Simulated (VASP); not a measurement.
# WC (P3m1) in VASP: further runs

Runs on WC. Level: PBEsol. Tasks: single point.

Everything below comes from runs of VASP 6.6.1. Logs are shortened: lines on timing, memory, paths and dates and some standing lists are left out, and cuts for length are marked.

## Step 1: The cell of the first run

The structure is trigonal, space group P3m1 (No. 156). Conventional cell: a = 2.901 Å, b = 2.901 Å, c = 2.829 Å, α = 90.00°, β = 90.00°, γ = 120.00°. W (site symmetry 3m) has 6 C at 1.93 to 2.51 Å within 2.6 Å. Within 2.6 Å of C (site symmetry 3m) lie 6 W at 1.93 to 2.51 Å.

## Step 2: Single point, PBEsol (atom 1 (W) moved by (+0.000, -0.450) A along [1 1 0] and z)

INCAR reads:

```
PREC = Accurate
ENCUT = 520
EDIFF = 1E-7
ISMEAR = 0
SIGMA = 0.15
LREAL = False
LASPH = True
NELM = 100
ALGO = Normal
ISIF = 2
LWAVE = False
LCHARG = False
GGA = PS
NBANDS = 16
```

KPOINTS reads:

```
Automatic mesh
0
Gamma
  6 6 6
```

POSCAR reads:

```
WC
1.0
    2.9005014360      0.0000000000      0.0000000000
   -1.4502507180      2.5119079273      0.0000000000
    0.0000000000      0.0000000000      2.8290000000
W C
1 1
Direct
    0.0000000000      0.0000000000     -0.1590668081
    0.6666666667      0.3333333333      0.5000000000
```

Potentials or basis: VASP PAW PBE potentials, release 64 (W_sv, C).

Started as:

```bash
$ cat potpaw_PBE.64/W_sv/POTCAR potpaw_PBE.64/C/POTCAR > POTCAR
$ mpirun -np 1 vasp_std > vasp.out
```

OUTCAR:

```text
PREC = Accurate
   ENCUT = 520
   EDIFF = 1E-7
   ISMEAR = 0
   LREAL = False
   LASPH = True
   NELM = 100
   ISIF = 2
   GGA = PS

 ion  position               nearest neighbor table
   1  0.000  0.000  0.841-   2 1.93   2 1.93   2 1.93   2 2.51   2 2.51   2 2.51
   2  0.667  0.333  0.500-   1 1.93   1 1.93   1 1.93   1 2.51   1 2.51   1 2.51

  LATTYP: Found a hexagonal cell.
 ALAT       =     2.9005014360
 C/A-ratio  =     0.9753485949

  Lattice vectors:

 A1 = (   2.9005014360,   0.0000000000,   0.0000000000)
 A2 = (  -1.4502507180,   2.5119079273,   0.0000000000)
 A3 = (   0.0000000000,   0.0000000000,   2.8290000000)

Analysis of symmetry for initial positions (statically):
=====================================================================
 Subroutine PRICEL returns:
 Original cell was already a primitive cell.

 Routine SETGRP: Setting up the symmetry group for a
 hexagonal supercell.

 Subroutine GETGRP returns: Found  6 space group operations
 (whereof  6 operations were pure point group operations)
 out of a pool of 24 trial point group operations.

The static configuration has the point symmetry C_3v.

Analysis of symmetry for dynamics (positions and initial velocities):
=====================================================================
 Subroutine PRICEL returns:
 Original cell was already a primitive cell.

 Routine SETGRP: Setting up the symmetry group for a
 hexagonal supercell.

 Subroutine GETGRP returns: Found  6 space group operations
 (whereof  6 operations were pure point group operations)
 out of a pool of 24 trial point group operations.

The dynamic configuration has the point symmetry C_3v.

 Subroutine INISYM returns: Found  6 space group operations
 (whereof  6 operations are pure point group operations),
 and found     1 'primitive' translations

----------------------------------------------------------------------------------------

                                     Primitive cell

  volume of cell :      20.6115

  direct lattice vectors                    reciprocal lattice vectors
     2.900501436  0.000000000  0.000000000     0.344767973  0.199051882  0.000000000
    -1.450250718  2.511907927  0.000000000     0.000000000  0.398103764  0.000000000
     0.000000000  0.000000000  2.829000000     0.000000000  0.000000000  0.353481796

  length of vectors
     2.900501436  2.900501436  2.829000000     0.398103764  0.398103764  0.353481796

  position of ions in fractional coordinates (direct lattice)
     0.000000000  0.000000000  0.840933192
     0.666666667  0.333333333  0.500000000

  ion indices of the primitive-cell ions
   primitive index   ion index
                 1           1
                 2           2

----------------------------------------------------------------------------------------

 KPOINTS: Automatic mesh

Automatic generation of k-mesh.
 Grid dimensions read from file:
 generate k-points for:    6    6    6

 Generating k-lattice:

  Cartesian coordinates                     Fractional coordinates (reciprocal lattice)
     0.057461329  0.033175314  0.000000000     0.166666667 -0.000000000  0.000000000
     0.000000000  0.066350627  0.000000000     0.000000000  0.166666667  0.000000000
     0.000000000  0.000000000  0.058913633     0.000000000  0.000000000  0.166666667

  Length of vectors
     0.066350627  0.066350627  0.058913633

  Shift w.r.t. Gamma in fractional coordinates (k-lattice)
     0.000000000  0.000000000  0.000000000

 Subroutine IBZKPT returns following result:
 ===========================================

 Found     34 irreducible k-points:

 Following reciprocal coordinates:
            Coordinates               Weight
  0.000000  0.000000  0.000000      1.000000
  0.166667 -0.000000  0.000000      6.000000
  0.333333 -0.000000  0.000000      6.000000
  0.500000 -0.000000  0.000000      3.000000
  0.166667  0.166667  0.000000      6.000000
  0.333333  0.166667  0.000000     12.000000
[... 16 lines left out ...]
  0.500000 -0.000000  0.333333      6.000000
  0.166667  0.166667  0.333333     12.000000
 [... further k-points ...]
   k-points           NKPTS =     34   k-points in BZ     NKDIM =     34   number of bands    NBANDS=     16
   number of dos      NEDOS =    301   number of ions     NIONS =      2
   total plane-waves  NPLWV =  13824
   dimension x,y,z NGX =    24 NGY =   24 NGZ =   24
   dimension x,y,z NGXF=    48 NGYF=   48 NGZF=   48
   ions per type =               1   1
   NGX,Y,Z   is equivalent  to a cutoff of  13.76, 13.76, 14.10 a.u.
   NGXF,Y,Z  is equivalent  to a cutoff of  27.51, 27.51, 28.21 a.u.
 SYSTEM =  unknown system
   PREC   = accura    normal or accurate (medium, high low for compatibility)
   ISTART =      0    job   : 0-new  1-cont  2-samecut
   ICHARG =      2    charge: 1-file 2-atom 10-const
   ISPIN  =      1    spin polarized calculation?
   LNONCOLLINEAR =      F non collinear calculations
   LSORBIT =      F    spin-orbit coupling
   LASPH  =      T    aspherical Exc in radial PAW
   ENCUT  =  520.0 eV  38.22 Ry    6.18 a.u.   5.39  5.39  5.26*2*pi/ulx,y,z
   NELM   =    100;   NELMIN=  2; NELMDL= -5     # of ELM steps
   EDIFF  = 0.1E-06   stopping-criterion for ELM
   LREAL  =      F    real-space projection
   EDIFFG = 0.1E-05   stopping-criterion for IOM
   NSW    =      0    number of steps for IOM
   IBRION =     -1    ionic relax: 0-MD 1-quasi-New 2-CG
   NFREE  =      0    steps in history (QN), initial steepest desc. (CG)
   ISIF   =      2    stress and relaxation
   ISYM   =      2    0-nonsym 1-usesym 2-fastsym
   POTIM  = 0.5000    time-step for ionic-motion
   TEBEG  =    0.0;   TEEND  =   0.0 temperature during run
   PSTRESS=    0.0 pullay stress
   NELECT =      18.0000    total number of electrons
   NUPDOWN=      -1.0000    fix difference up-down
   EMIN   =  10.00;   EMAX   =-10.00  energy-range for DOS
   EFERMI =   0.00;   METHOD = LEGACY
   ISMEAR =     0;   SIGMA  =   0.15  broadening in eV -4-tet -1-fermi 0-gaus
   EFERMI_NEDOS =   21; number of points for ismear=-14 and -15
   IALGO  =     38    algorithm
   IMIX   =      4    mixing-type and parameters
     AMIX     =   0.40;   BMIX     =  1.00
     AMIX_MAG =   1.60;   BMIX_MAG =  1.00
  volume/ion in A,a.u.               =      10.31        69.55
  Fermi-wavevector in a.u.,A,eV,Ry     =   1.564813  2.957068 33.315762  2.448639
  Thomas-Fermi vector in A             =   2.667381
   LORBIT       =      0    0 simple, 1 ext, 2 COOP (PROOUT), +10 PAW based schemes
   GGA     = PS    functional components
   LHFCALC =     F    Hartree Fock is set to
   AEXX    =    0.0000 exact exchange contribution
   IVDW    =     0    specifies the selected vdW correction
   LEPSILON=     F    determine dielectric tensor
   LRPA    =     F    only Hartree local field effects (RPA)
 non-spin polarized calculation
 Gauss-broadening in eV      SIGMA  =   0.15
  energy-cutoff  :      520.00
  volume of cell :       20.61
 maximum number of plane-waves:       580
 NGX is ok and might be reduce to    24
   NGX = 11   NGY = 11   NGZ = 11

 number of electron      17.9999999 magnetization

 Free energy of the ion-electron system (eV)
  ---------------------------------------------------
  ext. energy  EPLUGINS =         0.00000000
  ---------------------------------------------------
  free energy    TOTEN  =       -22.24585682 eV

  energy without entropy =      -22.24056342  energy(sigma->0) =      -22.24321012

 E-fermi :  11.3948     XC(G=0): -13.8540

 val. band max:       11.3077110576   @ k =   0.1667  -0.0000   0.3333
 cond. band min:      11.4087026334   @ k =   0.0000   0.0000   0.3333
 fundamental gap:      0.1009915759
 Fermi energy:        11.3948456520

 k-point     1 :       0.0000    0.0000    0.0000
  band No.  band energies     occupation
      1     -62.6266      2.00000
      2     -26.6628      2.00000
      3     -26.6628      2.00000
      4     -26.6609      2.00000
      5      -3.4129      2.00000
      6       5.1377      2.00000
[... 8 lines left out ...]
     15      21.9933      0.00000
     16      28.2210      0.00000

 k-point     2 :       0.1667   -0.0000    0.0000
  band No.  band energies     occupation
      1     -62.6103      2.00000
      2     -26.9093      2.00000
      3     -26.7181      2.00000
      4     -26.6294      2.00000
      5      -2.6799      2.00000
      6       4.9383      2.00000
[... 8 lines left out ...]
     15      23.5067      0.00000
     16      27.8560      0.00000

 k-point     3 :       0.3333   -0.0000    0.0000
  band No.  band energies     occupation
      1     -62.5777      2.00000
      2     -27.3705      2.00000
      3     -26.8270      2.00000
      4     -26.5732      2.00000
      5      -1.1544      2.00000
      6       4.0985      2.00000
[... 8 lines left out ...]
     15      25.3284      0.00000
     16      27.7218      0.00000

 k-point     4 :       0.5000   -0.0000    0.0000
  band No.  band energies     occupation
      1     -62.5613      2.00000
      2     -27.5902      2.00000
      3     -26.8805      2.00000
      4     -26.5448      2.00000
      5      -0.4053      2.00000
      6       4.1538      2.00000
[... 8 lines left out ...]
     15      25.5539      0.00000
     16      27.2333      0.00000
[... 324 lines left out ...]
 k-point    22 :       0.0000    0.3333    0.3333
  band No.  band energies     occupation
      1     -62.5466      2.00000
      2     -27.2958      2.00000
      3     -27.1103      2.00000
      4     -26.7692      2.00000
      5      -0.3962      2.00000
      6       4.3665      2.00000
[... 8 lines left out ...]
     15      25.4665      0.00000
     16      28.4243      0.00000

 k-point    23 :       0.5000   -0.0000    0.3333
  band No.  band energies     occupation
      1     -62.5305      2.00000
      2     -27.5046      2.00000
      3     -27.0732      2.00000
      4     -26.8208      2.00000
      5      -0.2025      2.00000
      6       3.6064      2.00000
[... 8 lines left out ...]
     15      25.4310      0.00000
     16      28.8089      0.00000

 k-point    24 :       0.1667    0.1667    0.3333
  band No.  band energies     occupation
      1     -62.5546      2.00000
      2     -27.1719      2.00000
      3     -27.1036      2.00000
      4     -26.7883      2.00000
      5      -0.4321      2.00000
      6       4.5280      2.00000
[... 8 lines left out ...]
     15      24.6241      0.00000
     16      27.7893      0.00000

 [... further k-points ...]
[... 5 lines left out ...]
  --------------------------------------------------------------------------------------
  -------------------------------------------------------------------------------------
  Total        6.2849369      6.2849369      4.6926281      0.0000000     -0.0000000      0.0000000
  in kB      488.5418281    488.5418281    364.7681981      0.0000000     -0.0000000      0.0000000
  external PRESSURE =     447.2839514 kB  Pullay stress =       0.0000000 kB

 VOLUME and BASIS-vectors are now :
 -----------------------------------------------------------------------------
  energy-cutoff  :      520.00
  volume of cell :       20.61
      direct lattice vectors                 reciprocal lattice vectors
     2.900501436  0.000000000  0.000000000     0.344767973  0.199051882  0.000000000
    -1.450250718  2.511907927  0.000000000     0.000000000  0.398103764  0.000000000
     0.000000000  0.000000000  2.829000000     0.000000000  0.000000000  0.353481796

 POSITION                                       TOTAL-FORCE (eV/Angst)
 -----------------------------------------------------------------------------------
      0.00000      0.00000      2.37900        -0.000000      0.000000      7.662586
      1.45025      0.83730      1.41450         0.000000     -0.000000     -7.662586
 -----------------------------------------------------------------------------------
    total drift:                                0.000000      0.000000     -0.000061

  FREE ENERGIE OF THE ION-ELECTRON SYSTEM (eV)
  ---------------------------------------------------
  free  energy   TOTEN  =       -22.2458568173 eV

  energy  without entropy=      -22.2405634163  energy(sigma->0) =      -22.24321012
```

It took 4.7 s on 1 thread of Intel Xeon 6975P-C (Granite Rapids), shared host; peak memory 0.14 GiB.

What came out:

```
Free energy            : -22.2459 eV
Pressure               : 44.7 GPa
Largest force          : 7.663 eV/Å
Band gap on the k mesh : zero (band 9 reaches 13.74 eV, above the bottom of band 10 at 10.99 eV)
```

Forces in eV/Å, atoms in the order of the input:
```
W    0.000  0.000  7.663
C    0.000  0.000 -7.663
```

Caveat: the k points lie up to 0.42 Å⁻¹ apart; the cell differs from its parent crystal (atom 1 (W) moved by (+0.000, -0.450) A along [1 1 0] and z); the PAW data sets were made with another functional, which shifts forces and pressure a little; spin-orbit coupling is left out, which moves the levels of the heavy elements.

## Step 3: Single point, PBEsol (atom 1 (W) moved by (+0.000, -0.225) A along [1 1 0] and z)

INCAR reads:

```
  PREC = Accurate
  ENCUT = 520
  EDIFF = 1E-6
  ISMEAR = 0
  SIGMA = 0.15
  LREAL = F
  LASPH = T
  NELM = 60
  ALGO = Normal
  ISIF = 2
  LWAVE = F
  LCHARG = F
  GGA = PS
  NBANDS = 16
```

KPOINTS reads:

```
regular mesh
0
Gamma
  6 6 6
```

POSCAR, as its differences from that of step 2:

```diff
@@ -8,3 +8,3 @@
 Direct
-    0.0000000000      0.0000000000     -0.1590668081
+    0.0000000000      0.0000000000     -0.0795334040
     0.6666666667      0.3333333333      0.5000000000
```

Potentials or basis: VASP PAW PBE potentials, release 64 (W_sv, C).

Started as:

```bash
$ cat potpaw_PBE.64/W_sv/POTCAR potpaw_PBE.64/C/POTCAR > POTCAR
$ mpirun -np 1 vasp_std > vasp.out
```

OUTCAR:

```text
PREC = Accurate
   ENCUT = 520
   EDIFF = 1E-6
   ISMEAR = 0
   LREAL = F
   LASPH = T
   NELM = 60
   ISIF = 2
   GGA = PS

 ion  position               nearest neighbor table
   1  0.000  0.000  0.920-   2 2.05   2 2.05   2 2.05   2 2.34   2 2.34   2 2.34
   2  0.667  0.333  0.500-   1 2.05   1 2.05   1 2.05   1 2.34   1 2.34   1 2.34

  LATTYP: Found a hexagonal cell.
 ALAT       =     2.9005014360
 C/A-ratio  =     0.9753485949

  Lattice vectors:

 A1 = (   2.9005014360,   0.0000000000,   0.0000000000)
 A2 = (  -1.4502507180,   2.5119079273,   0.0000000000)
 A3 = (   0.0000000000,   0.0000000000,   2.8290000000)

Analysis of symmetry for initial positions (statically):
=====================================================================
 Subroutine PRICEL returns:
 Original cell was already a primitive cell.

 Routine SETGRP: Setting up the symmetry group for a
 hexagonal supercell.

 Subroutine GETGRP returns: Found  6 space group operations
[... 154 lines left out ...]
   NGX = 11   NGY = 11   NGZ = 11

 number of electron      18.0000000 magnetization

 Free energy of the ion-electron system (eV)
  ---------------------------------------------------
  ext. energy  EPLUGINS =         0.00000000
  ---------------------------------------------------
  free energy    TOTEN  =       -23.52181233 eV

  energy without entropy =      -23.51651782  energy(sigma->0) =      -23.51916508

 E-fermi :  11.2351     XC(G=0): -13.9337

 val. band max:       11.1178614122   @ k =   0.0000   0.0000   0.3333
 cond. band min:      11.2936432589   @ k =   0.1667  -0.0000   0.3333
 fundamental gap:      0.1757818467
 Fermi energy:        11.2350689730

 k-point     1 :       0.0000    0.0000    0.0000
  band No.  band energies     occupation
      1     -62.7938      2.00000
      2     -26.7934      2.00000
      3     -26.7189      2.00000
      4     -26.7189      2.00000
      5      -3.4307      2.00000
      6       6.1167      2.00000
[... 433 lines left out ...]
      3     -27.1506      2.00000
      4     -26.8297      2.00000
      5      -0.3316      2.00000
      6       4.8700      2.00000
[... 8 lines left out ...]
     15      24.9840      0.00000
     16      27.6512      0.00000

 [... further k-points ...]
[... 5 lines left out ...]
  --------------------------------------------------------------------------------------
  -------------------------------------------------------------------------------------
  Total        1.4176091      1.4176091      1.7794984     -0.0000000     -0.0000000      0.0000000
  in kB      110.1938421    110.1938421    138.3242881     -0.0000000     -0.0000000      0.0000000
  external PRESSURE =     119.5706575 kB  Pullay stress =       0.0000000 kB

 VOLUME and BASIS-vectors are now :
 -----------------------------------------------------------------------------
  energy-cutoff  :      520.00
  volume of cell :       20.61
      direct lattice vectors                 reciprocal lattice vectors
     2.900501436  0.000000000  0.000000000     0.344767973  0.199051882  0.000000000
    -1.450250718  2.511907927  0.000000000     0.000000000  0.398103764  0.000000000
     0.000000000  0.000000000  2.829000000     0.000000000  0.000000000  0.353481796

 POSITION                                       TOTAL-FORCE (eV/Angst)
 -----------------------------------------------------------------------------------
      0.00000      0.00000      2.60400         0.000000      0.000000      3.582501
      1.45025      0.83730      1.41450        -0.000000     -0.000000     -3.582501
 -----------------------------------------------------------------------------------
    total drift:                               -0.000000      0.000000     -0.000546

  FREE ENERGIE OF THE ION-ELECTRON SYSTEM (eV)
  ---------------------------------------------------
  free  energy   TOTEN  =       -23.5218123335 eV

  energy  without entropy=      -23.5165178228  energy(sigma->0) =      -23.51916508
```

OSZICAR:

```text
N       E                     dE             d eps       ncg     rms          rms(c)
DAV:   1     0.111432890526E+03    0.11143E+03   -0.96909E+03  1096   0.128E+03
DAV:   2    -0.232793402761E+02   -0.13471E+03   -0.13001E+03  1296   0.347E+02
DAV:   3    -0.264315345473E+02   -0.31522E+01   -0.31449E+01  1160   0.505E+01
DAV:   4    -0.264476166257E+02   -0.16082E-01   -0.16081E-01  1424   0.409E+00
DAV:   5    -0.264477494876E+02   -0.13286E-03   -0.13286E-03  1176   0.338E-01    0.351E+01
DAV:   6    -0.236248076471E+02    0.28229E+01   -0.52283E+00  1280   0.252E+01    0.101E+01
DAV:   7    -0.235542551892E+02    0.70552E-01   -0.38289E-01  1104   0.498E+00    0.675E+00
DAV:   8    -0.235229621807E+02    0.31293E-01   -0.57796E-02  1240   0.196E+00    0.694E-01
DAV:   9    -0.235219411997E+02    0.10210E-02   -0.28747E-03  1128   0.398E-01    0.121E-01
DAV:  10    -0.235218125602E+02    0.12864E-03   -0.32360E-04  1304   0.206E-01    0.312E-02
DAV:  11    -0.235218124808E+02    0.79411E-07   -0.12425E-05  1216   0.363E-02    0.981E-03
DAV:  12    -0.235218123335E+02    0.14729E-06   -0.12954E-06   888   0.112E-02
   1 F= -.23521812E+02 E0= -.23519165E+02  d E =-.529451E-02
```

Wall time 4.5 s (1 thread of Intel Xeon 6975P-C (Granite Rapids), shared host); peak memory 0.14 GiB.

Results:

```yaml
Free_energy: -23.5218 eV
Pressure: 12.0 GPa
Largest_force: 3.583 eV/Å
Band_gap_on_the_k_mesh: zero (band 9 reaches 12.05 eV, above the bottom of band 10 at 10.68 eV)
```

Forces in eV/Å, atoms in the order of the input:
```
W    0.000  0.000  3.583
C    0.000  0.000 -3.583
```

Levels at points of the mesh, in eV from the Fermi level:
```
           k point  band 5  band 6  band 7  band 8  band 9  band 10  band 11  band 12  band 13  band 14
(0.00, 0.00, 0.00)  -14.67   -5.12   -3.89   -3.89    0.81     2.81     2.81     6.20     6.20     6.20
(0.50, 0.00, 0.00)  -11.39   -7.24   -4.21   -3.12   -1.24     2.76     4.44     4.53     5.40    10.84
(0.00, 0.00, 0.50)  -10.90   -8.68   -2.85   -2.85   -0.55    -0.55     3.94     4.78     4.78     9.29
(0.50, 0.00, 0.50)  -11.51   -6.99   -4.61   -4.17    0.16     4.17     5.20     6.31     8.96     9.97
```

Caveat: the k points lie up to 0.42 Å⁻¹ apart; the cell differs from its parent crystal (atom 1 (W) moved by (+0.000, -0.225) A along [1 1 0] and z); the PAW data sets were made with another functional, which shifts forces and pressure a little; spin-orbit coupling is left out, which moves the levels of the heavy elements.
